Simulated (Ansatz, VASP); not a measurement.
# One calculation of MgO, two programs

The input INCAR:

```
ALGO = Normal
EDIFF = 1E-7
ENCUT = 520
GGA = PE
ISIF = 2
ISMEAR = 0
LASPH = True
LCHARG = False
LREAL = False
LWAVE = False
NBANDS = 16
NELM = 80
PREC = Accurate
SIGMA = 0.05
```

File KPOINTS:

```
k-points
0
Gamma
  9 9 6
```

File POSCAR:

```
MgO
1.0
    3.6445625691      0.0000000000      0.0000000000
   -1.8222812846      3.1562837705      0.0000000000
    0.0000000000      0.0000000000      3.9426256573
Mg O
2 2
Direct
    0.6722747364      0.3333333333      0.7500000000
    0.3389414031      0.6666666667      0.2500000000
    0.6581471257      0.3333333333      0.2500000000
    0.3248137924      0.6666666667      0.7500000000
```

Input for Ansatz:

```yaml
crystal:
  lattice:
    - [3.6445625691, 0.0, 0.0]
    - [-1.8222812846, 3.1562837705, 0.0]
    - [0.0, 0.0, 3.9426256573]
  atoms:
    - { symbol: Mg, position: [0.6722747364, 0.3333333333, 0.75] }
    - { symbol: Mg, position: [0.3389414031, 0.6666666667, 0.25] }
    - { symbol: O, position: [0.6581471257, 0.3333333333, 0.25] }
    - { symbol: O, position: [0.3248137924, 0.6666666667, 0.75] }
basis:
  ecutwfc: 520.0
kpoints:
  mp_grid: { grid: [9, 9, 6] }
hamiltonian:
  xc: pbe
  pseudopotentials: { kind: paw, azcp: { folder: soft_1 } }
scf:
  occupations: { method: gaussian, width: 0.05 }
output:
  forces: true
  stress: true
  eigenvalues: true
```

Change from the starting cell: mode 8 frozen in at -0.030 Å, strain +e along z and -e/2 along x and y -0.0700.

Alike in both runs: task single point; functional PBE; k mesh 9 × 9 × 6; occupations gaussian, width 0.05 eV; no spin polarisation.

|  | VASP | Ansatz |
| --- | --- | --- |
| version | VASP 6.6.1 | Ansatz 0.2.0 |
| potentials or method | VASP PAW PBE potentials, release 64 (Mg, O), cutoff 520 eV | scalar-relativistic, plane waves, PAW |
| valence electrons in the cell | 16 | 32 |

Ansatz gave:

* gap on the k mesh at the Fermi level (eV): 3.44
* least direct gap on the mesh (eV): 3.44
* pressure (GPa): 4.2
* traceless stress, the component that is largest in VASP (GPa): 13.97
* rms of the force components (eV/Å): 0.147

Question: Which values does VASP return?

Answer: gap on the k mesh at the Fermi level (eV): 3.42; least direct gap on the mesh (eV): 3.42; pressure (GPa): 3.7; traceless stress, the component that is largest in VASP (GPa): 14.00; rms of the force components (eV/Å): 0.148.

Atom by atom the forces differ by 0.001 eV/Å (rms over components). VASP's potentials hold 16 valence electrons a cell and Ansatz's 32, so a difference there can come from the potentials and not from the codes.
